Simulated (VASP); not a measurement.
Set up this calculation in VASP 6.6.1, as the native input.

```
Task                   : single point
Functional             : PBEsol
Potentials or basis    : VASP PAW PBE potentials, release 64 (Ti_sv)
Cutoff                 : 520 eV
k mesh                 : 13 × 13 × 15
Occupations            : gaussian, width 0.1 eV
Spin                   : no spin polarisation
Dipole correction      : no
Further INCAR settings : ALGO = Normal; EDIFF = 1e-06; NBANDS = 12
```

The structure of Ti lies in POSCAR:

```
Ti
1.0
    2.7100588696     -0.0000005127      0.0014017785
   -0.9033534399      2.5550678346      0.0014017785
    0.9045633910      1.2792458156      2.3484583429
Ti
1
Direct
    0.0000000000      0.0000000000      0.0000000000
```

These files were run (other wordings do the same):

INCAR

```
PREC     = Accurate       # precision mode
ENCUT    = 520            # plane-wave cutoff, eV
EDIFF    = 1E-6           # SCF threshold, eV
ISMEAR   = 0              # smearing method
SIGMA    = 0.1            # smearing width, eV
LREAL    = False          # projectors in reciprocal space
LASPH    = True           # aspherical terms in the spheres
NELM     = 100            # most SCF steps
ALGO     = Normal         # electronic algorithm
ISIF     = 2              # what is computed and relaxed
LWAVE    = False          # write WAVECAR
LCHARG   = False          # write CHGCAR
GGA      = PS             # functional
NBANDS   = 12             # bands
```

KPOINTS

```
regular mesh
0
Gamma
  13 13 15
```

Potentials or basis: VASP PAW PBE potentials, release 64 (Ti_sv).

Command:

```bash
$ cat potpaw_PBE.64/Ti_sv/POTCAR > POTCAR
$ mpirun -np 1 vasp_std > vasp.out
```

Results of the run:

```json
{
  "Pressure": "1.7 GPa",
  "Band gap on the k mesh": "zero (bands 6 and 7 overlap by 1.48 eV)"
}
```

Caveat: the PAW data sets were made with another functional, which shifts forces and pressure a little.

It took 2.4 min on 1 thread of Intel Xeon 8259CL, with other jobs on the host, peak memory 0.24 GiB.
